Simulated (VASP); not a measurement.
Wanted: the native input for a VASP 6.6.1 run.

* Task: single point
* Functional: PBEsol-based global hybrid with 25 % exact exchange
* Potentials or basis: VASP PAW PBE potentials, release 64 (Sb, Ga_d)
* Cutoff: 520 eV
* k mesh: 5 × 5 × 5
* Occupations: fermi-dirac, width 0.05 eV
* Spin: no spin polarisation
* Dipole correction: no
* Grid for exact exchange (PRECFOCK): Normal
* Share of exact exchange: 0.25
* Further INCAR settings: ALGO = Normal; EDIFF = 1e-07; NBANDS = 16

The system is GaSb.

```
Sb Ga
1.0
    -1.66024    2.38501    2.80213
     1.66024   -2.38501    2.80213
     1.66024    2.38501   -2.80213
Sb Ga
1 1
Direct
  0.50000 0.50000 0.00000
  0.00000 0.00000 0.00000
```

One way to write it, as run:

POSCAR

```
GaSb
1.0
   -1.6602412867      2.3850133692      2.8021340014
    1.6602412867     -2.3850133692      2.8021340014
    1.6602412867      2.3850133692     -2.8021340014
Sb Ga
1 1
Direct
    0.5000000000      0.5000000000      0.0000000000
    0.0000000000      0.0000000000      0.0000000000
```

INCAR.step1

```
PREC = Accurate
ENCUT = 520
EDIFF = 1E-5
ISMEAR = -1
SIGMA = 0.05
LREAL = F
LASPH = T
NELM = 100
ALGO = Normal
ISIF = 2
LWAVE = T
LCHARG = F
NBANDS = 16
GGA = PE
```

INCAR.step2

```
PREC = Accurate
ENCUT = 520
EDIFF = 1E-7
ISMEAR = -1
SIGMA = 0.05
LREAL = F
LASPH = T
NELM = 100
ALGO = Normal
ISIF = 2
LWAVE = F
LCHARG = F
GGA = PS
LHFCALC = T
AEXX = 0.25
PRECFOCK = Normal
NBANDS = 16
ISTART = 1
```

KPOINTS

```
regular mesh
0
Gamma
  5 5 5
```

Potentials or basis: VASP PAW PBE potentials, release 64 (Sb, Ga_d).

The run is started by

```sh
$ cat potpaw_PBE.64/Sb/POTCAR potpaw_PBE.64/Ga_d/POTCAR > POTCAR
$ cp INCAR.step1 INCAR
$ mpirun -np 1 vasp_std > vasp.out
$ cp INCAR.step2 INCAR
$ mpirun -np 1 vasp_std > vasp.out
```

It gave:

```
Pressure               : -0.7 GPa
Band gap on the k mesh : zero (bands 9 and 10 overlap by 6.41 eV)
```

Caveat: the k points lie up to 0.44 Å⁻¹ apart, too coarse for converged energies and pressures of a metal; the PAW data sets were made with another functional, which shifts forces and pressure a little; spin-orbit coupling is left out, which moves the levels of the heavy elements.

Wall time 89 min on 1 thread of Intel(R) Xeon(R) Platinum 8259CL CPU @ 2.50GHz (Skylake/Cascade Lake), with other jobs on the host, peak memory 0.21 GiB.
